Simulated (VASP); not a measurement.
CaSbC: single point with PBE

Crystal: CaSbC.

```
Ca Sb C
1.0
     4.05013    0.00000    0.00000
     0.00000    4.05013    0.00000
     0.00000    0.00000    7.12772
Ca Sb C
2 2 2
Direct
  0.50000 0.00000 0.20550
  0.00000 0.50000 0.79450
  0.50000 0.00000 0.64850
  0.00000 0.50000 0.35150
  0.00000 0.00000 0.00000
  0.50000 0.50000 0.00000
```

```
Program                : VASP 6.6.1
Task                   : single point
Functional             : PBE
Potentials or basis    : VASP PAW PBE potentials, release 64 (Ca_sv, Sb, C)
Cutoff                 : 520 eV
k mesh                 : 4 × 4 × 4
Occupations            : gaussian, width 0.1 eV
Spin                   : no spin polarisation
Dipole correction      : no
Further INCAR settings : ALGO = Normal; EDIFF = 1e-06; NBANDS = 28
```

```
Pressure               : 3.9 GPa
Largest force          : 1.496 eV/Å
Band gap on the k mesh : zero (bands 19 and 20 overlap by 1.28 eV)
```

Forces in eV/Å, atoms in the order of the input:
```
Ca   0.000  0.000 -1.496
Ca   0.000  0.000  1.496
Sb   0.000  0.000  0.087
Sb   0.000  0.000 -0.087
C    0.000  0.000  0.000
C    0.000  0.000  0.000
```

Stress tensor (GPa, compression positive):
```
 7.13  0.00  0.00
 0.00  7.13  0.00
 0.00  0.00 -2.65
```

Levels at points of the mesh, in eV from the Fermi level:
```tsv
k point	band 15	band 16	band 17	band 18	band 19	band 20	band 21	band 22	band 23	band 24
(0.00, 0.00, 0.00)	-1.86	-1.43	-1.14	-0.99	-0.99	0.83	0.83	1.85	2.42	2.42
(0.50, 0.00, 0.00)	-1.13	-1.13	-0.47	-0.47	0.12	0.12	0.42	0.42	1.02	1.02
(0.50, 0.50, 0.00)	-2.98	-2.98	-1.86	-1.86	-0.46	-0.46	0.83	0.83	2.00	2.00
(0.00, 0.00, 0.50)	-1.99	-1.22	-1.14	-1.14	0.69	1.43	1.58	1.58	1.85	1.85
(0.50, 0.00, 0.50)	-2.15	-2.15	-1.26	-1.26	0.10	0.10	0.74	0.74	2.21	2.21
(0.50, 0.50, 0.50)	-3.47	-3.47	-0.63	-0.63	-0.45	-0.45	0.35	0.35	2.00	2.00
```

It took 36 s on 1 thread of AMD EPYC 9R45 96-Core Processor (Zen 5), on a shared host, peak memory 0.2 GiB.

Caveat: the k points lie up to 0.39 Å⁻¹ apart, too coarse for converged energies and pressures of a metal; spin-orbit coupling is left out, which moves the levels of the heavy elements; forces of over 1 eV/Å act on the atoms, so gaps and moduli don't describe the material at rest.
